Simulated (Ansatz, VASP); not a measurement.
This is a calculation of Cl for VASP 6.6.1.

Contents of POSCAR:

```
Cl
1.0
    3.1024947895     -2.2195908669      0.0000000000
    3.1024947895      2.2195908669      0.0000000000
    0.0000000000      0.0000000000      8.0990404521
Cl
4
Direct
    0.3700000000      0.6300000000      0.4000000000
    0.1300000000      0.8700000000      0.9000000000
    0.6300000000      0.3700000000      0.6000000000
    0.8700000000      0.1300000000      0.1000000000
```

Contents of INCAR.step1:

```
PREC = Accurate
ENCUT = 520
ISMEAR = -1
SIGMA = 0.05
LREAL = F
LASPH = T
NELM = 100
NBANDS = 22
GGA = PE
ALGO = Normal
EDIFF = 1E-4
LWAVE = T
LCHARG = F
```

File INCAR.step2:

```
PREC = Accurate
ENCUT = 520
EDIFF = 1E-7
ISMEAR = -1
SIGMA = 0.05
LREAL = F
LASPH = T
NELM = 100
ALGO = Normal
ISIF = 2
LWAVE = F
LCHARG = T
METAGGA = R2SCAN
LMIXTAU = T
LELF = T
LVHAR = T
NBANDS = 22
ISTART = 1
```

Contents of KPOINTS:

```
Automatic mesh
0
Gamma
  7 7 4
```

Potentials or basis: VASP PAW PBE potentials, release 64 (Cl).

The run is started by

```bash
$ cat potpaw_PBE.64/Cl/POTCAR > POTCAR
$ cp INCAR.step1 INCAR
$ mpirun -np 1 vasp_std > vasp.out
$ cp INCAR.step2 INCAR
$ mpirun -np 1 vasp_std > vasp.out
```

Set up the same calculation for Ansatz 0.2.0. Potentials there: Ansatz PAW.

As run (the cutoff follows the program's own potentials):

The input input.yaml:

```yaml
crystal:
  lattice:
    - [3.1024947895, -2.2195908669, 0.0]
    - [3.1024947895, 2.2195908669, 0.0]
    - [0.0, 0.0, 8.0990404521]
  atoms:
    - { symbol: Cl, position: [0.37, 0.63, 0.4] }
    - { symbol: Cl, position: [0.13, 0.87, 0.9] }
    - { symbol: Cl, position: [0.63, 0.37, 0.6] }
    - { symbol: Cl, position: [0.87, 0.13, 0.1] }
hamiltonian:
  xc: r2scan
  pseudopotentials: { kind: paw }
kpoints:
  mp_grid: { grid: [7, 7, 4] }
scf:
  occupations: { method: fermi_dirac, width: 0.05 }
output:
  forces: true
  stress: true
  eigenvalues: true
```

Potentials or basis: Ansatz PAW.

Launch:

```sh
$ ansatz run input.yaml --threads 2 --pin off --max-ram 5632MiB --backend cpu --events-out ev --progress --plain --runs-dir out
```

Both were run:

|  | VASP | Ansatz | Ansatz less VASP |
| --- | --- | --- | --- |
| gap on the k mesh at the Fermi level (eV) | 3.06 | 3.03 | -0.030 |
| least direct gap on the mesh (eV) | 3.12 | 3.09 | -0.030 |
| pressure (GPa) | 0.1 | 0.6 | +0.47 |
| traceless stress, the component that is largest in VASP (GPa) | 0.20 | -0.18 | -0.382 |
| rms of the force components (eV/Å) | 0.073 | 0.184 | +0.1108 |

VASP's potentials were made for PBE, not for r2SCAN. Atom by atom the forces differ by 0.119 eV/Å (rms over components). One of these differences is far larger than is usual between the two programs; its cause wasn't traced.

Noted on Ansatz's run: odd divisions of the mesh miss points on the zone boundary, where band edges often lie, so the gap on the mesh can be too wide.
